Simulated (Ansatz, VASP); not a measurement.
# MgS in VASP and in Ansatz

INCAR

```
SYSTEM = MgS
ALGO = Normal ; EDIFF = 1E-6
ENCUT = 520 ; GGA = PS
ISIF = 2 ; ISMEAR = -1
LASPH = .TRUE. ; LCHARG = .FALSE.
LREAL = .FALSE. ; LWAVE = .FALSE.
NBANDS = 16 ; NELM = 80
PREC = Accurate ; SIGMA = 0.05
```

Contents of KPOINTS:

```
k-points
0
G
  8 8 4
  0 0 0
```

POSCAR

```
MgS
1.0
    4.0346224068      0.0000000000      0.0000000000
   -2.0173112034      3.4940854990      0.0000000000
    0.0000000000      0.0000000000      6.4322941800
S Mg
2 2
Direct
    0.6617040000      0.3374660000      0.8723450000
    0.3364140000      0.6649440000      0.3715030000
    0.3340580000      0.6686330000      0.9975070000
    0.6644550000      0.3253470000      0.5008510000
```

The input input.yaml:

```yaml
crystal:
  lattice:
    - [4.0346224068, 0.0, 0.0]
    - [-2.0173112034, 3.494085499, 0.0]
    - [0.0, 0.0, 6.43229418]
  atoms:
    - { symbol: S, position: [0.661704, 0.337466, 0.872345] }
    - { symbol: S, position: [0.336414, 0.664944, 0.371503] }
    - { symbol: Mg, position: [0.334058, 0.668633, 0.997507] }
    - { symbol: Mg, position: [0.664455, 0.325347, 0.500851] }
kpoints:
  mp_grid: { grid: [8, 8, 4] }
scf:
  occupations: { method: fermi_dirac, width: 0.05 }
hamiltonian:
  xc: pbesol
  pseudopotentials: { kind: all_electron, lapw: { basis_error: 0.001 } }
output:
  forces: true
  stress: true
  eigenvalues: true
  populations: true
```

Change from the starting cell: atoms moved at random, drawn with an rms of 0.05 Å.

Alike in both runs: task single point; functional PBEsol; k mesh 8 × 8 × 4; occupations fermi-dirac, width 0.05 eV; no spin polarisation.

|  | VASP | Ansatz |
| --- | --- | --- |
| version | VASP 6.6.1 | Ansatz 0.2.0 |
| potentials or method | VASP PAW PBE potentials, release 64 (S, Mg), cutoff 520 eV | all-electron LAPW, scalar-relativistic |

```csv
,VASP,Ansatz,Ansatz less VASP
gap on the k mesh at the Fermi level (eV),3.36,3.36,0.000
least direct gap on the mesh (eV),3.36,3.36,0.000
pressure (GPa),-0.3,-0.2,+0.08
"traceless stress, the component that is largest in VASP (GPa)",1.72,1.70,-0.014
rms of the force components (eV/Å),0.215,0.214,-0.0009
```

VASP's potentials were made for PBE, not for PBEsol. Atom by atom the forces differ by 0.001 eV/Å (rms over components). Ansatz ran all-electron here, and VASP with PAW potentials.
